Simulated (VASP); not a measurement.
# Se (Pm-3m) in VASP: notebook

The runs below take Se through density of states, with LDA.

Program: VASP 6.6.1. These are calculated values, not measurements. Logs are shortened: lines on timing, memory, paths and dates and some standing lists are left out, and cuts for length are marked.

### 1 The cell of the first run

The structure is cubic, space group Pm-3m (No. 221). Conventional cell: a = 2.122 Å, b = 2.122 Å, c = 2.122 Å, α = 90.00°, β = 90.00°, γ = 90.00°. Within 2.8 Å of Se (site symmetry m-3m) lie 6 Se at 2.12 Å.

### 2 Density of states, LDA (volume scaled by 0.45)

File POSCAR:

```
Se
1.0
    2.1220834487      0.0000000000      0.0000000000
    0.0000000000      2.1220834487      0.0000000000
    0.0000000000      0.0000000000      2.1220834487
Se
1
Direct
    0.0000000000      0.0000000000      0.0000000000
```

File INCAR.step1:

```
PREC = Accurate
ENCUT = 520
EDIFF = 1E-6
ISMEAR = -1
SIGMA = 0.08
LREAL = F
LASPH = T
NELM = 100
ALGO = Normal
ISIF = 2
LWAVE = F
LCHARG = T
NBANDS = 9
```

File KPOINTS.step1:

```
regular mesh
0
Gamma
  13 13 13
```

File INCAR.step2:

```
PREC = Accurate
ENCUT = 520
EDIFF = 1E-6
ISMEAR = -5
SIGMA = 0.08
LREAL = F
LASPH = T
NELM = 100
ALGO = Normal
ISIF = 2
LWAVE = F
LCHARG = F
LORBIT = 10
NEDOS = 1001
ICHARG = 11
```

File KPOINTS.step2:

```
regular mesh
0
Gamma
  20 20 20
```

Potentials or basis: VASP PAW LDA potentials, release 64 (Se).

Command:

```bash
$ cat potpaw_LDA.64/Se/POTCAR > POTCAR
$ cp INCAR.step1 INCAR
$ cp KPOINTS.step1 KPOINTS
$ mpirun -np 1 vasp_std > vasp.out
$ cp INCAR.step2 INCAR
$ cp KPOINTS.step2 KPOINTS
$ mpirun -np 1 vasp_std > vasp.out
```

OUTCAR:

```text
PREC = Accurate
   ENCUT = 520
   EDIFF = 1E-6
   ISMEAR = -5
   LREAL = F
   LASPH = T
   NELM = 100
   ISIF = 2
   LORBIT = 10
   ICHARG = 11

 ion  position               nearest neighbor table
   1  0.000  0.000  0.000-

  LATTYP: Found a simple cubic cell.
 ALAT       =     2.1220834487

  Lattice vectors:

 A1 = (   2.1220834487,   0.0000000000,   0.0000000000)
 A2 = (   0.0000000000,   2.1220834487,   0.0000000000)
 A3 = (   0.0000000000,   0.0000000000,   2.1220834487)

Analysis of symmetry for initial positions (statically):
=====================================================================
 Subroutine PRICEL returns:
 Original cell was already a primitive cell.

 Routine SETGRP: Setting up the symmetry group for a
 simple cubic supercell.

 Subroutine GETGRP returns: Found 48 space group operations
 (whereof 48 operations were pure point group operations)
 out of a pool of 48 trial point group operations.

The static configuration has the point symmetry O_h .

Analysis of symmetry for dynamics (positions and initial velocities):
=====================================================================
 Subroutine PRICEL returns:
 Original cell was already a primitive cell.

 Routine SETGRP: Setting up the symmetry group for a
 simple cubic supercell.

 Subroutine GETGRP returns: Found 48 space group operations
 (whereof 48 operations were pure point group operations)
 out of a pool of 48 trial point group operations.

The dynamic configuration has the point symmetry O_h .

 Subroutine INISYM returns: Found 48 space group operations
 (whereof 48 operations are pure point group operations),
 and found     1 'primitive' translations

----------------------------------------------------------------------------------------

                                     Primitive cell

  volume of cell :       9.5562

  direct lattice vectors                    reciprocal lattice vectors
     2.122083449  0.000000000  0.000000000     0.471235003  0.000000000  0.000000000
     0.000000000  2.122083449  0.000000000     0.000000000  0.471235003  0.000000000
     0.000000000  0.000000000  2.122083449     0.000000000  0.000000000  0.471235003

  length of vectors
     2.122083449  2.122083449  2.122083449     0.471235003  0.471235003  0.471235003

  position of ions in fractional coordinates (direct lattice)
[... 77 lines left out ...]
   ENCUT  =  520.0 eV  38.22 Ry    6.18 a.u.   3.95  3.95  3.95*2*pi/ulx,y,z
   NELM   =    100;   NELMIN=  2; NELMDL=  0     # of ELM steps
   EDIFF  = 0.1E-05   stopping-criterion for ELM
   LREAL  =      F    real-space projection
   EDIFFG = 0.1E-04   stopping-criterion for IOM
   NSW    =      0    number of steps for IOM
   IBRION =     -1    ionic relax: 0-MD 1-quasi-New 2-CG
   NFREE  =      0    steps in history (QN), initial steepest desc. (CG)
   ISIF   =      2    stress and relaxation
   ISYM   =      2    0-nonsym 1-usesym 2-fastsym
   POTIM  = 0.5000    time-step for ionic-motion
   TEBEG  =    0.0;   TEEND  =   0.0 temperature during run
   PSTRESS=    0.0 pullay stress
   NELECT =       6.0000    total number of electrons
   NUPDOWN=      -1.0000    fix difference up-down
   EMIN   =  10.00;   EMAX   =-10.00  energy-range for DOS
   EFERMI =   0.00;   METHOD = LEGACY
   ISMEAR =    -5;   SIGMA  =   0.08  broadening in eV -4-tet -1-fermi 0-gaus
   EFERMI_NEDOS =   21; number of points for ismear=-14 and -15
   IALGO  =     38    algorithm
   IMIX   =      4    mixing-type and parameters
     AMIX     =   0.40;   BMIX     =  1.00
     AMIX_MAG =   1.60;   BMIX_MAG =  1.00
  volume/ion in A,a.u.               =       9.56        64.49
  Fermi-wavevector in a.u.,A,eV,Ry     =   1.401832  2.649079 26.737276  1.965134
  Thomas-Fermi vector in A             =   2.524655
   LORBIT       =     10    0 simple, 1 ext, 2 COOP (PROOUT), +10 PAW based schemes
   GGA     = CA    functional components
   LHFCALC =     F    Hartree Fock is set to
   AEXX    =    0.0000 exact exchange contribution
   IVDW    =     0    specifies the selected vdW correction
   LEPSILON=     F    determine dielectric tensor
   LRPA    =     F    only Hartree local field effects (RPA)
 non-spin polarized calculation
 Fermi weights with tetrahedron method with Bloechl corrections
  energy-cutoff  :      520.00
  volume of cell :        9.56
 maximum number of plane-waves:       280
 NGX is ok and might be reduce to    16

 number of electron       5.9999997 magnetization

 Free energy of the ion-electron system (eV)
  ---------------------------------------------------
  ext. energy  EPLUGINS =         0.00000000
  ---------------------------------------------------
  free energy    TOTEN  =         2.20810343 eV

  energy without entropy =        2.20810343  energy(sigma->0) =        2.20810343

 E-fermi :  19.7382     XC(G=0): -14.2722

 val. band max:       19.8756201046   @ k =   0.5000   0.4000   0.3500
 cond. band min:      19.6207574865   @ k =   0.3000   0.2500   0.2000
 fundamental gap:     -0.2548626181
 Fermi energy:        19.7381735417

 k-point     1 :       0.0000    0.0000    0.0000
  band No.  band energies     occupation
      1      -8.1965      2.00000
      2      23.1457      0.00000
      3      23.1457      0.00000
      4      23.1457      0.00000
      5      26.1620      0.00000
      6      26.1620      0.00000
      7      34.8170      0.00000
[... 221 lines left out ...]
 k-point    24 :       0.2000    0.1000    0.0000
  band No.  band energies     occupation
      1      -6.5516      2.00000
      2      13.8320      2.00000
      3      20.3317      0.38598
      4      24.7726      0.00000
      5      29.4025      0.00000
      6      34.5167      0.00000
      7      39.9305      0.00000

 [... further k-points ...]
[... 5 lines left out ...]
  --------------------------------------------------------------------------------------
  -------------------------------------------------------------------------------------
  Total       19.5720648     19.5720648     19.5720648     -0.0000000     -0.0000000     -0.0000000
  in kB     3281.4051257   3281.4051257   3281.4051257     -0.0000000     -0.0000000     -0.0000000
  external PRESSURE =    3281.4051257 kB  Pullay stress =       0.0000000 kB

 VOLUME and BASIS-vectors are now :
 -----------------------------------------------------------------------------
  energy-cutoff  :      520.00
  volume of cell :        9.56
      direct lattice vectors                 reciprocal lattice vectors
     2.122083449  0.000000000  0.000000000     0.471235003  0.000000000  0.000000000
     0.000000000  2.122083449  0.000000000     0.000000000  0.471235003  0.000000000
     0.000000000  0.000000000  2.122083449     0.000000000  0.000000000  0.471235003

 POSITION                                       TOTAL-FORCE (eV/Angst)
 -----------------------------------------------------------------------------------
      0.00000      0.00000      0.00000         0.000000      0.000000      0.000000
 -----------------------------------------------------------------------------------
    total drift:                                0.000000     -0.000000     -0.000000

  FREE ENERGIE OF THE ION-ELECTRON SYSTEM (eV)
  ---------------------------------------------------
  free  energy   TOTEN  =         2.2081034253 eV

  energy  without entropy=        2.2081034253  energy(sigma->0) =        2.20810343

 total charge

# of ion       s       p       d       tot
------------------------------------------
    1        1.549   2.665   0.626   4.839
```

Run time: 4.8 s. Hardware: 1 thread of Intel Xeon 6975P-C (Granite Rapids), shared host; peak memory 0.13 GiB.

What came out:

```
Valence electrons inside the program's atomic spheres : Se 4.84
```

Caveat: tetrahedron occupations give inexact forces and stress in metals.

### 3 Density of states, LDA (volume scaled by 0.52)

File POSCAR:

```
Se
1.0
    2.2268590789      0.0000000000      0.0000000000
    0.0000000000      2.2268590789      0.0000000000
    0.0000000000      0.0000000000      2.2268590789
Se
1
Direct
    0.0000000000      0.0000000000      0.0000000000
```

File INCAR.step1:

```
PREC = Accurate ; ENCUT = 520
EDIFF = 1E-6 ; ISMEAR = -1
SIGMA = 0.08 ; LREAL = F
LASPH = T ; NELM = 100
ALGO = Normal ; ISIF = 2
LWAVE = F ; LCHARG = T
GGA = CA ; NBANDS = 9
```

File KPOINTS.step1:

```
Automatic mesh
0
Gamma
  13 13 13
```

File INCAR.step2:

```
PREC = Accurate ; ENCUT = 520
EDIFF = 1E-6 ; ISMEAR = -5
SIGMA = 0.08 ; LREAL = F
LASPH = T ; NELM = 100
ALGO = Normal ; ISIF = 2
LWAVE = F ; LCHARG = F
GGA = CA ; LORBIT = 11
NEDOS = 1001 ; ICHARG = 11
```

File KPOINTS.step2:

```
Automatic mesh
0
Gamma
  20 20 20
```

Potentials or basis: VASP PAW LDA potentials, release 64 (Se).

Command:

```bash
$ cat potpaw_LDA.64/Se/POTCAR > POTCAR
$ cp INCAR.step1 INCAR
$ cp KPOINTS.step1 KPOINTS
$ mpirun -np 1 vasp_std > vasp.out
$ cp INCAR.step2 INCAR
$ cp KPOINTS.step2 KPOINTS
$ mpirun -np 1 vasp_std > vasp.out
```

It took 9 s on 1 thread of Intel Xeon 6975P-C (Granite Rapids), shared host; peak memory 0.13 GiB.

It converged, with:

```
Valence electrons inside the program's atomic spheres : Se 4.49
```

Levels at points of the mesh, in eV from the Fermi level:
```
           k point  band 1  band 2  band 3  band 4  band 5  band 6
(0.00, 0.00, 0.00)  -25.41    2.83    2.83    2.83    6.47    6.47
(0.50, 0.00, 0.00)  -19.61  -15.49    7.31    7.31   10.60   15.45
(0.50, 0.50, 0.00)  -13.18  -10.99  -10.99   -2.74   11.90   19.89
(0.50, 0.50, 0.50)   -6.74   -6.74   -6.74   -5.06    2.45    2.45
```

Caveat: tetrahedron occupations give inexact forces and stress in metals.

### 4 Density of states, LDA (volume scaled by 0.52)

POSCAR is that of step 3.

File INCAR.step1:

```
SYSTEM = Se
PREC     = Accurate       ! precision mode
ENCUT    = 520            ! plane-wave cutoff, eV
EDIFF    = 1E-6           ! SCF threshold, eV
ISMEAR   = -1             ! smearing method
SIGMA    = 0.08           ! smearing width, eV
LREAL    = .False.        ! projectors in reciprocal space
LASPH    = .True.         ! aspherical terms in the spheres
NELM     = 60             ! most SCF steps
ALGO     = Normal         ! electronic algorithm
ISIF     = 2              ! what is computed and relaxed
LWAVE    = .False.        ! write WAVECAR
LCHARG   = .True.         ! write CHGCAR
NBANDS   = 9              ! bands
```

File KPOINTS.step1:

```
Automatic mesh
0
Gamma
  13 13 13
  0 0 0
```

File INCAR.step2:

```
SYSTEM = Se
PREC     = Accurate       ! precision mode
ENCUT    = 520            ! plane-wave cutoff, eV
EDIFF    = 1E-6           ! SCF threshold, eV
ISMEAR   = -5             ! smearing method
SIGMA    = 0.08           ! smearing width, eV
LREAL    = .False.        ! projectors in reciprocal space
LASPH    = .True.         ! aspherical terms in the spheres
NELM     = 60             ! most SCF steps
ALGO     = Normal         ! electronic algorithm
ISIF     = 2              ! what is computed and relaxed
LWAVE    = .False.        ! write WAVECAR
LCHARG   = .False.        ! write CHGCAR
LORBIT   = 11             ! projections on sites
NBANDS   = 9              ! bands
NEDOS    = 2001           ! points of the DOS
ICHARG   = 11             ! starting density
```

File KPOINTS.step2:

```
Automatic mesh
0
Gamma
  20 20 20
  0 0 0
```

Command:

```bash
$ cat potpaw_LDA.64/Se/POTCAR > POTCAR
$ cp INCAR.step1 INCAR
$ cp KPOINTS.step1 KPOINTS
$ mpirun -np 1 vasp_std > vasp.out
$ cp INCAR.step2 INCAR
$ cp KPOINTS.step2 KPOINTS
$ mpirun -np 1 vasp_std > vasp.out
```

Wall time 11 s (1 thread of Intel Xeon 6975P-C (Granite Rapids), shared host); peak memory 0.14 GiB.

The run converged. Its results:

* Valence electrons inside the program's atomic spheres: Se 4.49

Levels at points of the mesh, in eV from the Fermi level:
```tsv
k point	band 1	band 2	band 3	band 4	band 5	band 6	band 7	band 8
(0.00, 0.00, 0.00)	-25.41	2.83	2.83	2.83	6.47	6.47	13.33	31.59
(0.50, 0.00, 0.00)	-19.61	-15.49	7.31	7.31	10.60	15.45	15.65	15.65
(0.50, 0.50, 0.00)	-13.18	-10.99	-10.99	-2.74	11.90	19.89	19.89	21.11
(0.50, 0.50, 0.50)	-6.74	-6.74	-6.74	-5.06	2.45	2.45	2.45	7.04
```

Caveat: tetrahedron occupations give inexact forces and stress in metals.
